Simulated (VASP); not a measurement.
Input of a VASP 6.6.1 run:

Contents of POSCAR:

```
CO2
1.0
   -1.9548127153      1.9548127153      2.9673315043
    1.9548127153     -1.9548127153      2.9673315043
    1.9548127153      1.9548127153     -2.9673315043
C O
2 4
Direct
    0.0000000000      0.0000000000      0.0000000000
    0.7500000000      0.2500000000      0.5000000000
    0.3750000000      0.2923507872      0.4173507872
    0.7076492128      0.1250000000      0.0826492128
    0.8750000000      0.9576492128      0.5826492128
    0.0423507872      0.6250000000      0.9173507872
```

The input INCAR.step1:

```
PREC = Accurate
ENCUT = 520
EDIFF = 1E-5
ISMEAR = 1
SIGMA = 0.2
LREAL = False
LASPH = True
NELM = 60
ALGO = Normal
ISIF = 2
LWAVE = True
NBANDS = 25
GGA = PE
```

INCAR.step2

```
PREC = Accurate
ENCUT = 520
EDIFF = 1E-6
ISMEAR = 1
SIGMA = 0.2
LREAL = False
LASPH = True
NELM = 60
ALGO = Normal
ISIF = 2
LWAVE = False
LCHARG = True
GGA = PE
LHFCALC = True
HFSCREEN = 0.2079
PRECFOCK = Fast
LELF = True
LVHAR = True
NBANDS = 25
ISTART = 1
```

Contents of KPOINTS:

```
regular mesh
0
Gamma
  4 4 4
```

Potentials or basis: VASP PAW PBE potentials, release 64 (C, O).

Command:

```sh
$ cat potpaw_PBE.64/C/POTCAR potpaw_PBE.64/O/POTCAR > POTCAR
$ cp INCAR.step1 INCAR
$ mpirun -np 1 vasp_std > vasp.out
$ cp INCAR.step2 INCAR
$ mpirun -np 1 vasp_std > vasp.out
```

Problem. What does it give for the pressure?

Solution. -1.8 GPa.

Problem. Estimate the largest force.

Solution. 0.308 eV/Å.

Problem. What does it give for the band gap on the k mesh?

Solution. 9.90 eV (least direct gap 10.23 eV).

Stress tensor (GPa, compression positive):
```
-2.30  0.00  0.00
 0.00 -2.30  0.00
 0.00  0.00 -0.87
```

Caveat: the k points lie up to 0.48 Å⁻¹ apart; the PAW data sets were made with another functional, which shifts forces and pressure a little. A k mesh can miss the band edges.
